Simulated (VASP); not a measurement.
# MgI2 (P4/mmm) in VASP: further runs

Runs on MgI2. Level: PBE. Tasks: single point.

Everything below comes from runs of VASP 6.6.1. Logs are shortened: lines on timing, memory, paths and dates and some standing lists are left out, and cuts for length are marked.

### 1 The cell of the first run

It takes space group P4/mmm (No. 123, tetragonal). Conventional cell: a = 7.800 Å, b = 7.800 Å, c = 5.515 Å, α = 90.00°, β = 90.00°, γ = 90.00°. Within 5.1 Å of Mg (site symmetry 4/mmm) lie 12 I at 3.90 Å and 8 Mg at 4.78 Å. Within 3.6 Å of Mg (site symmetry mmm) lie 6 I at 2.76 Å. Within 3.6 Å of I (site symmetry m2m) lie 2 Mg at 2.76 Å. Within 3.6 Å of I (site symmetry mmm) lie 2 Mg at 2.76 Å.

### 2 Single point, PBE

INCAR

```
SYSTEM = MgI2
ALGO     = Normal         ! electronic algorithm
EDIFF    = 1E-6           ! SCF threshold, eV
ENCUT    = 520            ! plane-wave cutoff, eV
GGA      = PE             ! functional
ISIF     = 2              ! what is computed and relaxed
ISMEAR   = 0              ! smearing method
LASPH    = .TRUE.         ! aspherical terms in the spheres
LCHARG   = .TRUE.         ! write CHGCAR
LELF     = .TRUE.         ! ELF
LREAL    = .FALSE.        ! projectors in reciprocal space
LVHAR    = .TRUE.       
LWAVE    = .FALSE.        ! write WAVECAR
NBANDS   = 34             ! bands
NELM     = 80             ! most SCF steps
PREC     = Accurate       ! precision mode
SIGMA    = 0.1            ! smearing width, eV
```

KPOINTS

```
k-points
0
G
  2 2 4
  0 0 0
```

POSCAR

```
MgI2
1.0
    7.7999927500      0.0000000000      0.0000000000
    0.0000000000      7.7999927500      0.0000000000
    0.0000000000      0.0000000000      5.5154277700
Mg I
3 6
Direct
    0.5000000000      0.5000000000      0.5000000000
    0.0000000000      0.5000000000      0.0000000000
    0.5000000000      0.0000000000      0.0000000000
    0.2500000000      0.2500000000      0.0000000000
    0.2500000000      0.7500000000      0.0000000000
    0.0000000000      0.5000000000      0.5000000000
    0.7500000000      0.7500000000      0.0000000000
    0.7500000000      0.2500000000      0.0000000000
    0.5000000000      0.0000000000      0.5000000000
```

Potentials or basis: VASP PAW PBE potentials, release 64 (Mg, I).

Run with:

```
$ cat potpaw_PBE.64/Mg/POTCAR potpaw_PBE.64/I/POTCAR > POTCAR
$ mpirun -np 1 vasp_std > vasp.out
```

OUTCAR:

```text
SYSTEM = MgI2
   EDIFF = 1E-6
   ENCUT = 520
   GGA = PE
   ISIF = 2
   ISMEAR = 0
   LASPH = .TRUE.
   LREAL = .FALSE.
   NELM = 80
   PREC = Accurate

 ion  position               nearest neighbor table
   1  0.500  0.500  0.500-
   2  0.000  0.500  0.000-   4 2.76   5 2.76   7 2.76   8 2.76   6 2.76   6 2.76
   3  0.500  0.000  0.000-   4 2.76   5 2.76   7 2.76   8 2.76   9 2.76   9 2.76
   4  0.250  0.250  0.000-   2 2.76   3 2.76
   5  0.250  0.750  0.000-   2 2.76   3 2.76
   6  0.000  0.500  0.500-   2 2.76   2 2.76
   7  0.750  0.750  0.000-   2 2.76   3 2.76
   8  0.750  0.250  0.000-   2 2.76   3 2.76
   9  0.500  0.000  0.500-   3 2.76   3 2.76

  LATTYP: Found a simple tetragonal cell.
 ALAT       =     7.7999927500
 C/A-ratio  =     0.7071067816

  Lattice vectors:

 A1 = (   7.7999927500,   0.0000000000,   0.0000000000)
 A2 = (   0.0000000000,   7.7999927500,   0.0000000000)
 A3 = (   0.0000000000,   0.0000000000,   5.5154277700)

Analysis of symmetry for initial positions (statically):
=====================================================================
 Subroutine PRICEL returns:
 Original cell was already a primitive cell.

 Routine SETGRP: Setting up the symmetry group for a
 simple tetragonal supercell.

 Subroutine GETGRP returns: Found 16 space group operations
 (whereof 16 operations were pure point group operations)
 out of a pool of 16 trial point group operations.

The static configuration has the point symmetry D_4h.

Analysis of symmetry for dynamics (positions and initial velocities):
=====================================================================
 Subroutine PRICEL returns:
 Original cell was already a primitive cell.

 Routine SETGRP: Setting up the symmetry group for a
 simple tetragonal supercell.

 Subroutine GETGRP returns: Found 16 space group operations
 (whereof 16 operations were pure point group operations)
 out of a pool of 16 trial point group operations.

The dynamic configuration has the point symmetry D_4h.

 Subroutine INISYM returns: Found 16 space group operations
 (whereof 16 operations are pure point group operations),
 and found     1 'primitive' translations

----------------------------------------------------------------------------------------
[... 95 lines left out ...]
   IBRION =     -1    ionic relax: 0-MD 1-quasi-New 2-CG
   NFREE  =      0    steps in history (QN), initial steepest desc. (CG)
   ISIF   =      2    stress and relaxation
   ISYM   =      2    0-nonsym 1-usesym 2-fastsym
   POTIM  = 0.5000    time-step for ionic-motion
   TEBEG  =    0.0;   TEEND  =   0.0 temperature during run
   PSTRESS=    0.0 pullay stress
   NELECT =      48.0000    total number of electrons
   NUPDOWN=      -1.0000    fix difference up-down
   EMIN   =  10.00;   EMAX   =-10.00  energy-range for DOS
   EFERMI =   0.00;   METHOD = LEGACY
   ISMEAR =     0;   SIGMA  =   0.10  broadening in eV -4-tet -1-fermi 0-gaus
   EFERMI_NEDOS =   21; number of points for ismear=-14 and -15
   IALGO  =     38    algorithm
   IMIX   =      4    mixing-type and parameters
     AMIX     =   0.40;   BMIX     =  1.00
     AMIX_MAG =   1.60;   BMIX_MAG =  1.00
  volume/ion in A,a.u.               =      37.28       251.61
  Fermi-wavevector in a.u.,A,eV,Ry     =   0.856182  1.617949  9.973716  0.733047
  Thomas-Fermi vector in A             =   1.973045
   LORBIT       =      0    0 simple, 1 ext, 2 COOP (PROOUT), +10 PAW based schemes
   GGA     = PE    functional components
   LHFCALC =     F    Hartree Fock is set to
   AEXX    =    0.0000 exact exchange contribution
   IVDW    =     0    specifies the selected vdW correction
   LEPSILON=     F    determine dielectric tensor
   LRPA    =     F    only Hartree local field effects (RPA)
 non-spin polarized calculation
 Gauss-broadening in eV      SIGMA  =   0.10
  energy-cutoff  :      520.00
  volume of cell :      335.56
 maximum number of plane-waves:      9116
 NGX is ok and might be reduce to    60
   NGX = 29   NGY = 29   NGZ = 21

 number of electron      47.9999995 magnetization

 Free energy of the ion-electron system (eV)
  ---------------------------------------------------
  ext. energy  EPLUGINS =         0.00000000
  ---------------------------------------------------
  free energy    TOTEN  =       -18.18300957 eV

  energy without entropy =      -18.15061496  energy(sigma->0) =      -18.16681227

 E-fermi :   2.3263     XC(G=0):  -7.7757

 val. band max:        2.3177429290   @ k =   0.0000   0.0000   0.5000
 cond. band min:       2.3400931354   @ k =   0.0000   0.0000   0.5000
 fundamental gap:      0.0223502064
 Fermi energy:         2.3262504240

 k-point     1 :       0.0000    0.0000    0.0000
  band No.  band energies     occupation
      1     -10.4264      2.00000
      2      -9.6512      2.00000
      3      -9.6292      2.00000
      4      -9.6292      2.00000
      5      -9.2263      2.00000
      6      -9.2013      2.00000
[... 322 lines left out ...]
     33       8.0079      0.00000
     34       8.0079      0.00000

------------------------ aborting loop because EDIFF is reached ----------------------------------------

  FORCE on cell =-STRESS in cart. coord.  units (eV):
  Direction    XX          YY          ZZ          XY          YZ          ZX
  --------------------------------------------------------------------------------------
  -------------------------------------------------------------------------------------
  Total        6.6208820      6.6208820      6.2309191      0.0000000      0.0000000     -0.0000000
  in kB       31.6124991     31.6124991     29.7505566      0.0000000      0.0000000     -0.0000000
  external PRESSURE =      30.9918516 kB  Pullay stress =       0.0000000 kB

 VOLUME and BASIS-vectors are now :
 -----------------------------------------------------------------------------
  energy-cutoff  :      520.00
  volume of cell :      335.56
      direct lattice vectors                 reciprocal lattice vectors
     7.799992750  0.000000000  0.000000000     0.128205247  0.000000000  0.000000000
     0.000000000  7.799992750  0.000000000     0.000000000  0.128205247  0.000000000
     0.000000000  0.000000000  5.515427770     0.000000000  0.000000000  0.181309599

 POSITION                                       TOTAL-FORCE (eV/Angst)
 -----------------------------------------------------------------------------------
      3.90000      3.90000      2.75771         0.000000      0.000000      0.000000
      0.00000      3.90000      0.00000         0.000000      0.000000      0.000000
      3.90000      0.00000      0.00000         0.000000      0.000000      0.000000
      1.95000      1.95000      0.00000         0.266005      0.266005     -0.000000
      1.95000      5.84999      0.00000         0.266005     -0.266005      0.000000
      0.00000      3.90000      2.75771         0.000000      0.000000      0.000000
      5.84999      5.84999      0.00000        -0.266005     -0.266005     -0.000000
      5.84999      1.95000      0.00000        -0.266005      0.266005     -0.000000
      3.90000      0.00000      2.75771         0.000000      0.000000      0.000000
 -----------------------------------------------------------------------------------
    total drift:                                0.000000     -0.000000      0.000000

  FREE ENERGIE OF THE ION-ELECTRON SYSTEM (eV)
  ---------------------------------------------------
  free  energy   TOTEN  =       -18.1830095723 eV

  energy  without entropy=      -18.1506149591  energy(sigma->0) =      -18.16681227
```

stdout:

```text
POSCAR found type information on POSCAR MgI
 POSCAR found :  2 types and       9 ions
 scaLAPACK will be used
 LDA part: xc-table for (Slater+PW92), standard interpolation
 POSCAR, INCAR and KPOINTS ok, starting setup
 FFT: planning ... GRIDC
 FFT: planning ... GRID_SOFT
 FFT: planning ... GRID
 WAVECAR not read
 entering main loop
```

It took 3 min on 1 thread of Intel Xeon Platinum 8259CL at 2.50GHz (Skylake/Cascade Lake), shared host; peak memory 0.41 GiB.

Results:

```
Free energy            : -18.1830 eV
Pressure               : 3.1 GPa
Largest force          : 0.376 eV/Å
Band gap on the k mesh : zero (bands 24 and 25 overlap by 0.10 eV)
```

Forces in eV/Å, atoms in the order of the input:
```
Mg   0.000  0.000  0.000
Mg   0.000  0.000  0.000
Mg   0.000  0.000  0.000
I    0.266  0.266  0.000
I    0.266 -0.266  0.000
I    0.000  0.000  0.000
I   -0.266 -0.266  0.000
I   -0.266  0.266  0.000
I    0.000  0.000  0.000
```

Caveat: the k points lie up to 0.40 Å⁻¹ apart; spin-orbit coupling is left out, which moves the levels of the heavy elements.

### 3 Single point, PBE

This run uses another cell than the first one, of 42.80 Å³/atom.

INCAR

```
PREC = Accurate
ENCUT = 520
EDIFF = 1E-7
ISMEAR = 0
SIGMA = 0.01
LREAL = F
LASPH = T
NELM = 100
ALGO = Normal
ISIF = 2
LWAVE = F
LCHARG = F
GGA = PE
NBANDS = 34
```

KPOINTS

```
Automatic mesh
0
Gamma
  4 4 8
```

POSCAR

```
MgI2
1.0
    8.4388027511      0.0000000000      0.0000000000
    0.0000000000      8.4388027511      0.0000000000
    0.0000000000      0.0000000000      5.4085131550
Mg I
3 6
Direct
    0.5000000000      0.5000000000      0.5000000000
    0.0000000000      0.5000000000      0.0000000000
    0.5000000000      0.0000000000      0.0000000000
    0.2797409367      0.2797409367      0.0000000000
    0.2797409367      0.7202590633      0.0000000000
    0.0000000000      0.5000000000      0.5000000000
    0.7202590633      0.7202590633      0.0000000000
    0.7202590633      0.2797409367      0.0000000000
    0.5000000000      0.0000000000      0.5000000000
```

Potentials or basis: VASP PAW PBE potentials, release 64 (Mg, I).

Run with:

```
$ cat potpaw_PBE.64/Mg/POTCAR potpaw_PBE.64/I/POTCAR > POTCAR
$ mpirun -np 1 vasp_std > vasp.out
```

It took 11 min on 1 thread of Intel Xeon Platinum 8259CL at 2.50GHz (Skylake/Cascade Lake), shared host; peak memory 0.63 GiB.

Results (log left out):

```yaml
Free_energy: -18.9478 eV
Pressure: 0.0 GPa
Band_gap_on_the_k_mesh: 0.27 eV (least direct gap 0.31 eV)
```

Levels at points of the mesh, in eV from the valence-band top:
```csv
k point,band 22,band 23,band 24,band 25,band 26,band 27
"(0.00, 0.00, 0.00)",-0.38,-0.38,-0.04,0.27,1.45,3.83
"(0.50, 0.00, 0.00)",-0.54,-0.44,-0.20,0.58,2.55,2.97
"(0.50, 0.50, 0.00)",-0.61,-0.37,-0.17,0.80,3.12,3.12
"(0.00, 0.00, 0.50)",-0.02,-0.02,-0.01,0.74,3.85,4.29
"(0.50, 0.00, 0.50)",-0.37,-0.36,-0.24,0.82,3.95,3.99
"(0.50, 0.50, 0.50)",-0.65,-0.30,0.00,0.91,4.01,4.01
```

Caveat: spin-orbit coupling is left out, which moves the levels of the heavy elements. A k mesh can miss the band edges.
